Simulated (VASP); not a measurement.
Sn2GeP2, 5 atoms in the cell. It takes space group P-3m1 (No. 164, trigonal). The conventional cell has a = 3.862 Å, b = 3.862 Å, c = 8.899 Å, α = 90.00°, β = 90.00°, γ = 120.00°. Sn (site symmetry 3m) has 3 P at 2.69 Å and 3 Sn at 3.57 Å within 3.6 Å. Within 3.6 Å of Ge (site symmetry -3m) lie 6 P at 2.71 Å. P (site symmetry 3m) has 3 Sn at 2.69 Å and 3 Ge at 2.71 Å within 3.5 Å. The cell was built from a structure type or drawn by symmetry, and may not be a known phase.

* Program: VASP 6.6.1
* Task: relaxation of cell and atoms
* Functional: PBE
* Potentials or basis: VASP PAW PBE potentials, release 64 (Sn_d, Ge_d, P)
* Cutoff: 600 eV
* k mesh: 12 × 12 × 4
* Occupations: gaussian, width 0.1 eV
* Spin: no spin polarisation
* Dipole correction: no
* Further INCAR settings: ALGO = Normal; EDIFF = 1e-06; IBRION = 2; EDIFFG = -0.01; NSW = 100; ISIF = 3

Potentials or basis: VASP PAW PBE potentials, release 64 (Sn_d, Ge_d, P).

The run is started by

```bash
$ cat potpaw_PBE.64/Sn_d/POTCAR potpaw_PBE.64/Ge_d/POTCAR potpaw_PBE.64/P/POTCAR > POTCAR
$ mpirun -np 1 vasp_std > vasp.out
```

Hardware: 1 thread of Intel(R) Xeon(R) Platinum 8559C (Emerald Rapids), on a shared host.

Q: How long does it take, and how much memory?

A: Wall time 22 min on 1 thread of Intel(R) Xeon(R) Platinum 8559C (Emerald Rapids), with other jobs on the host, peak memory 0.46 GiB. Counts: scf iterations 118, k points 69, ion steps 19.
